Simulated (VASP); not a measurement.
Wanted: the native input for a VASP 6.6.1 run.

```yaml
Task: single point
Functional: PBE
Potentials_or_basis: VASP PAW PBE potentials, release 64 (Sc_sv, B, P)
Cutoff: 520 eV
k_mesh: 4 × 4 × 4
Occupations: gaussian, width 0.1 eV
Spin: no spin polarisation
Dipole_correction: no
Further_INCAR_settings: ALGO = Normal; EDIFF = 1e-06; NBANDS = 32
```

The structure of Sc3BP2 lies in POSCAR:

```
Sc3BP2
1.0
    5.2403303700      0.0000000000      0.0000000000
    0.0000000000      5.2403303700      0.0000000000
    0.0000000000      0.0000000000      4.6270759900
Sc B P
3 1 2
Direct
    0.0000000000      0.0000000000      0.5000000000
    0.5000000000      0.0000000000      0.5000000000
    0.0000000000      0.5000000000      0.5000000000
    0.0000000000      0.0000000000      0.0000000000
    0.5000000000      0.0000000000      0.0000000000
    0.0000000000      0.5000000000      0.0000000000
```

These files were run (other wordings do the same):

INCAR

```
ALGO = Normal
EDIFF = 1E-6
ENCUT = 520
GGA = PE
ISIF = 2
ISMEAR = 0
LASPH = T
LCHARG = F
LREAL = F
LWAVE = F
NBANDS = 32
NELM = 100
PREC = Accurate
SIGMA = 0.1
```

KPOINTS

```
k-points
0
Gamma
  4 4 4
```

Potentials or basis: VASP PAW PBE potentials, release 64 (Sc_sv, B, P).

The run is started by

```sh
$ cat potpaw_PBE.64/Sc_sv/POTCAR potpaw_PBE.64/B/POTCAR potpaw_PBE.64/P/POTCAR > POTCAR
$ mpirun -np 1 vasp_std > vasp.out
```

It gave:

```json
{
 "Pressure": "10.6 GPa",
 "Band gap on the k mesh": "zero (band 23 reaches 4.13 eV, above the bottom of band 24 at 2.83 eV)"
}
```

Wall time 55 s on 1 thread of Intel(R) Xeon(R) Platinum 8488C (Sapphire Rapids) (shared host), peak memory 0.25 GiB.
